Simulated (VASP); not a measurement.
# Cu (Fm-3m) in VASP: single point with PBE

Aim: the single point of Cu with PBE.

All numbers are computed with VASP 6.6.1; they aren't measurements. Logs are shortened: lines on timing, memory, paths and dates and some standing lists are left out, and cuts for length are marked.

### 1 The cell of the first run

Symmetry: Fm-3m, No. 225, cubic system. The conventional cell has a = 3.631 Å, b = 3.631 Å, c = 3.631 Å, α = 90.00°, β = 90.00°, γ = 90.00°. Cu (site symmetry m-3m) has 12 Cu at 2.57 Å within 3.4 Å.

### 2 Single point, PBE

Contents of INCAR:

```
PREC     = Accurate       # precision mode
ENCUT    = 520            # plane-wave cutoff, eV
EDIFF    = 1E-6           # SCF threshold, eV
ISMEAR   = -1             # smearing method
SIGMA    = 0.05           # smearing width, eV
LREAL    = False          # projectors in reciprocal space
LASPH    = True           # aspherical terms in the spheres
NELM     = 60             # most SCF steps
ALGO     = Normal         # electronic algorithm
ISIF     = 2              # what is computed and relaxed
LWAVE    = False          # write WAVECAR
LCHARG   = False          # write CHGCAR
GGA      = PE             # functional
NBANDS   = 12             # bands
```

Contents of KPOINTS:

```
regular mesh
0
Gamma
  18 18 18
```

Contents of POSCAR:

```
Cu
1.0
    0.0000000000      1.8153012902      1.8153012902
    1.8153012902      0.0000000000      1.8153012902
    1.8153012902      1.8153012902      0.0000000000
Cu
1
Direct
    0.0000000000      0.0000000000      0.0000000000
```

Potentials or basis: VASP PAW PBE potentials, release 64 (Cu).

Launch:

```
> cat potpaw_PBE.64/Cu/POTCAR > POTCAR
> mpirun -np 1 vasp_std > vasp.out
```

OUTCAR:

```text
PREC = Accurate
   ENCUT = 520
   EDIFF = 1E-6
   ISMEAR = -1
   LREAL = False
   LASPH = True
   NELM = 60
   ISIF = 2
   GGA = PE

 ion  position               nearest neighbor table
   1  0.000  0.000  0.000-

  LATTYP: Found a face centered cubic cell.
 ALAT       =     3.6306025804

  Lattice vectors:

 A1 = (   0.0000000000,   1.8153012902,   1.8153012902)
 A2 = (   1.8153012902,   0.0000000000,   1.8153012902)
 A3 = (   1.8153012902,   1.8153012902,   0.0000000000)

Analysis of symmetry for initial positions (statically):
=====================================================================
 Subroutine PRICEL returns:
 Original cell was already a primitive cell.

 Routine SETGRP: Setting up the symmetry group for a
 face centered cubic supercell.

 Subroutine GETGRP returns: Found 48 space group operations
 (whereof 48 operations were pure point group operations)
 out of a pool of 48 trial point group operations.

The static configuration has the point symmetry O_h .

Analysis of symmetry for dynamics (positions and initial velocities):
=====================================================================
 Subroutine PRICEL returns:
 Original cell was already a primitive cell.

 Routine SETGRP: Setting up the symmetry group for a
 face centered cubic supercell.

 Subroutine GETGRP returns: Found 48 space group operations
 (whereof 48 operations were pure point group operations)
 out of a pool of 48 trial point group operations.

The dynamic configuration has the point symmetry O_h .

 Subroutine INISYM returns: Found 48 space group operations
 (whereof 48 operations are pure point group operations),
 and found     1 'primitive' translations

----------------------------------------------------------------------------------------

                                     Primitive cell

  volume of cell :      11.9640

  direct lattice vectors                    reciprocal lattice vectors
     0.000000000  1.815301290  1.815301290    -0.275436371  0.275436371  0.275436371
     1.815301290  0.000000000  1.815301290     0.275436371 -0.275436371  0.275436371
     1.815301290  1.815301290  0.000000000     0.275436371  0.275436371 -0.275436371

  length of vectors
     2.567223704  2.567223704  2.567223704     0.477069789  0.477069789  0.477069789

  position of ions in fractional coordinates (direct lattice)
     0.000000000  0.000000000  0.000000000

  ion indices of the primitive-cell ions
   primitive index   ion index
                 1           1

----------------------------------------------------------------------------------------

 KPOINTS: regular mesh

Automatic generation of k-mesh.
 Grid dimensions read from file:
 generate k-points for:   18   18   18

 Generating k-lattice:

  Cartesian coordinates                     Fractional coordinates (reciprocal lattice)
    -0.015302021  0.015302021  0.015302021     0.055555556  0.000000000  0.000000000
     0.015302021 -0.015302021  0.015302021     0.000000000  0.055555556  0.000000000
     0.015302021  0.015302021 -0.015302021     0.000000000  0.000000000  0.055555556

  Length of vectors
     0.026503877  0.026503877  0.026503877

  Shift w.r.t. Gamma in fractional coordinates (k-lattice)
     0.000000000  0.000000000  0.000000000

 Subroutine IBZKPT returns following result:
 ===========================================

 Found    195 irreducible k-points:

 Following reciprocal coordinates:
            Coordinates               Weight
  0.000000  0.000000  0.000000      1.000000
  0.055556  0.000000  0.000000      8.000000
  0.111111  0.000000  0.000000      8.000000
  0.166667  0.000000  0.000000      8.000000
  0.222222  0.000000  0.000000      8.000000
  0.277778  0.000000  0.000000      8.000000
[... 16 lines left out ...]
 -0.277778  0.055556  0.000000     24.000000
 -0.222222  0.055556  0.000000     24.000000
 [... further k-points ...]
   k-points           NKPTS =    195   k-points in BZ     NKDIM =    195   number of bands    NBANDS=     12
   number of dos      NEDOS =    301   number of ions     NIONS =      1
   total plane-waves  NPLWV =   8000
   dimension x,y,z NGX =    20 NGY =   20 NGZ =   20
   dimension x,y,z NGXF=    40 NGYF=   40 NGZF=   40
   ions per type =               1
   NGX,Y,Z   is equivalent  to a cutoff of  12.95, 12.95, 12.95 a.u.
   NGXF,Y,Z  is equivalent  to a cutoff of  25.90, 25.90, 25.90 a.u.
 SYSTEM =  unknown system
   PREC   = accura    normal or accurate (medium, high low for compatibility)
   ISTART =      0    job   : 0-new  1-cont  2-samecut
   ICHARG =      2    charge: 1-file 2-atom 10-const
   ISPIN  =      1    spin polarized calculation?
   LNONCOLLINEAR =      F non collinear calculations
   LSORBIT =      F    spin-orbit coupling
   LASPH  =      T    aspherical Exc in radial PAW
   ENCUT  =  520.0 eV  38.22 Ry    6.18 a.u.   4.77  4.77  4.77*2*pi/ulx,y,z
   NELM   =     60;   NELMIN=  2; NELMDL= -5     # of ELM steps
   EDIFF  = 0.1E-05   stopping-criterion for ELM
   LREAL  =      F    real-space projection
   EDIFFG = 0.1E-04   stopping-criterion for IOM
   NSW    =      0    number of steps for IOM
   IBRION =     -1    ionic relax: 0-MD 1-quasi-New 2-CG
   NFREE  =      0    steps in history (QN), initial steepest desc. (CG)
   ISIF   =      2    stress and relaxation
   ISYM   =      2    0-nonsym 1-usesym 2-fastsym
   POTIM  = 0.5000    time-step for ionic-motion
   TEBEG  =    0.0;   TEEND  =   0.0 temperature during run
   PSTRESS=    0.0 pullay stress
   NELECT =      11.0000    total number of electrons
   NUPDOWN=      -1.0000    fix difference up-down
   EMIN   =  10.00;   EMAX   =-10.00  energy-range for DOS
   EFERMI =   0.00;   METHOD = LEGACY
   ISMEAR =    -1;   SIGMA  =   0.05  broadening in eV -4-tet -1-fermi 0-gaus
   EFERMI_NEDOS =   21; number of points for ismear=-14 and -15
   IALGO  =     38    algorithm
   IMIX   =      4    mixing-type and parameters
     AMIX     =   0.40;   BMIX     =  1.00
     AMIX_MAG =   1.60;   BMIX_MAG =  1.00
  volume/ion in A,a.u.               =      11.96        80.74
  Fermi-wavevector in a.u.,A,eV,Ry     =   1.591892  3.008240 34.478810  2.534121
  Thomas-Fermi vector in A             =   2.690362
   LORBIT       =      0    0 simple, 1 ext, 2 COOP (PROOUT), +10 PAW based schemes
   GGA     = PE    functional components
   LHFCALC =     F    Hartree Fock is set to
   AEXX    =    0.0000 exact exchange contribution
   IVDW    =     0    specifies the selected vdW correction
   LEPSILON=     F    determine dielectric tensor
   LRPA    =     F    only Hartree local field effects (RPA)
 non-spin polarized calculation
  energy-cutoff  :      520.00
  volume of cell :       11.96
 maximum number of plane-waves:       332
   NGX =  9   NGY =  9   NGZ =  9

 number of electron      10.9999997 magnetization

 Free energy of the ion-electron system (eV)
  ---------------------------------------------------
  ext. energy  EPLUGINS =         0.00000000
  ---------------------------------------------------
  free energy    TOTEN  =        -3.72954616 eV

  energy without entropy =       -3.72710665  energy(sigma->0) =       -3.72832640

 E-fermi :   7.4049     XC(G=0): -12.6504

 val. band max:        7.4042222833   @ k =   0.5000   0.2778   0.1111
 cond. band min:       7.4310258151   @ k =   0.5000   0.1111   0.0000
 fundamental gap:      0.0268035318
 Fermi energy:         7.4049495690

 k-point     1 :       0.0000    0.0000    0.0000
  band No.  band energies     occupation
      1      -1.8265      2.00000
      2       4.4435      2.00000
      3       4.4435      2.00000
      4       4.4435      2.00000
      5       5.2494      2.00000
      6       5.2494      2.00000
      7      29.9171      0.00000
      8      32.4616      0.00000
      9      32.4616      0.00000
     10      32.4616      0.00000
     11      34.9446      0.00000
     12      34.9446      0.00000

 k-point     2 :       0.0556    0.0000    0.0000
  band No.  band energies     occupation
      1      -1.7150      2.00000
      2       4.4201      2.00000
      3       4.4645      2.00000
      4       4.4646      2.00000
      5       5.2411      2.00000
      6       5.2411      2.00000
      7      29.2535      0.00000
      8      31.1250      0.00000
      9      32.0968      0.00000
     10      32.0968      0.00000
     11      35.4692      0.00000
     12      35.4692      0.00000

 k-point     3 :       0.1111    0.0000    0.0000
  band No.  band energies     occupation
      1      -1.3842      2.00000
      2       4.3565      2.00000
      3       4.5191      2.00000
      4       4.5191      2.00000
      5       5.2241      2.00000
      6       5.2241      2.00000
      7      26.8046      0.00000
      8      30.5750      0.00000
      9      31.4299      0.00000
     10      31.4299      0.00000
     11      36.5646      0.00000
     12      36.5647      0.00000

 k-point     4 :       0.1667    0.0000    0.0000
  band No.  band energies     occupation
      1      -0.8466      2.00000
      2       4.2727      2.00000
      3       4.5793      2.00000
      4       4.5793      2.00000
      5       5.2244      2.00000
      6       5.2244      2.00000
      7      23.9402      0.00000
      8      30.3245      0.00000
      9      30.7941      0.00000
     10      30.7941      0.00000
     11      36.7929      0.00000
     12      37.3358      0.00000

 k-point     5 :       0.2222    0.0000    0.0000
  band No.  band energies     occupation
      1      -0.1302      2.00000
      2       4.2056      2.00000
      3       4.6042      2.00000
      4       4.6042      2.00000
      5       5.2787      2.00000
      6       5.2787      2.00000
      7      21.1252      0.00000
      8      29.9878      0.00000
      9      30.2672      0.00000
     10      30.2672      0.00000
     11      36.3713      0.00000
     12      36.3713      0.00000
[... 228 lines left out ...]
      1       2.2787      2.00000
      2       4.4224      2.00000
      3       4.4778      2.00000
      4       5.0326      2.00000
      5       5.6585      2.00000
      6       6.1288      2.00000
      7      13.1181      0.00000
      8      26.8615      0.00000
      9      29.1332      0.00000
     10      29.7515      0.00000
     11      32.6947      0.00000
     12      34.1991      0.00000

 k-point    22 :      -0.3333    0.0556    0.0000
  band No.  band energies     occupation
      1       1.8209      2.00000
      2       4.4783      2.00000
      3       4.4974      2.00000
      4       4.5297      2.00000
      5       5.5082      2.00000
      6       5.8067      2.00000
      7      15.2492      0.00000
      8      26.8110      0.00000
      9      29.6461      0.00000
     10      30.6206      0.00000
     11      32.8011      0.00000
     12      34.6210      0.00000

 k-point    23 :      -0.2778    0.0556    0.0000
  band No.  band energies     occupation
      1       1.0708      2.00000
      2       4.2093      2.00000
      3       4.5482      2.00000
      4       4.5911      2.00000
      5       5.3425      2.00000
      6       5.6035      2.00000
      7      17.6707      0.00000
      8      26.9377      0.00000
      9      30.2801      0.00000
     10      31.3919      0.00000
     11      33.3880      0.00000
     12      34.9642      0.00000

 k-point    24 :      -0.2222    0.0556    0.0000
  band No.  band energies     occupation
      1       0.2292      2.00000
      2       4.1590      2.00000
      3       4.5973      2.00000
      4       4.6348      2.00000
      5       5.2032      2.00000
      6       5.4418      2.00000
      7      20.2938      0.00000
      8      27.2315      0.00000
      9      30.9292      0.00000
     10      31.9440      0.00000
     11      34.5353      0.00000
     12      35.1483      0.00000

 [... further k-points ...]
[... 5 lines left out ...]
  --------------------------------------------------------------------------------------
  -------------------------------------------------------------------------------------
  Total        0.0423304      0.0423304      0.0423304     -0.0000000      0.0000000     -0.0000000
  in kB        5.6687485      5.6687485      5.6687485     -0.0000000      0.0000000     -0.0000000
  external PRESSURE =       5.6687485 kB  Pullay stress =       0.0000000 kB

 VOLUME and BASIS-vectors are now :
 -----------------------------------------------------------------------------
  energy-cutoff  :      520.00
  volume of cell :       11.96
      direct lattice vectors                 reciprocal lattice vectors
     0.000000000  1.815301290  1.815301290    -0.275436371  0.275436371  0.275436371
     1.815301290  0.000000000  1.815301290     0.275436371 -0.275436371  0.275436371
     1.815301290  1.815301290  0.000000000     0.275436371  0.275436371 -0.275436371

 POSITION                                       TOTAL-FORCE (eV/Angst)
 -----------------------------------------------------------------------------------
      0.00000      0.00000      0.00000        -0.000000      0.000000      0.000000
 -----------------------------------------------------------------------------------
    total drift:                               -0.000000     -0.000000     -0.000000

  FREE ENERGIE OF THE ION-ELECTRON SYSTEM (eV)
  ---------------------------------------------------
  free  energy   TOTEN  =        -3.7295461572 eV

  energy  without entropy=       -3.7271066518  energy(sigma->0) =       -3.72832640
```

It took 14 s on 1 thread of AMD EPYC 9R45 (Zen 5), shared host; peak memory 0.11 GiB.

Results:

```yaml
Free_energy: -3.7295 eV
Pressure: 0.6 GPa
```
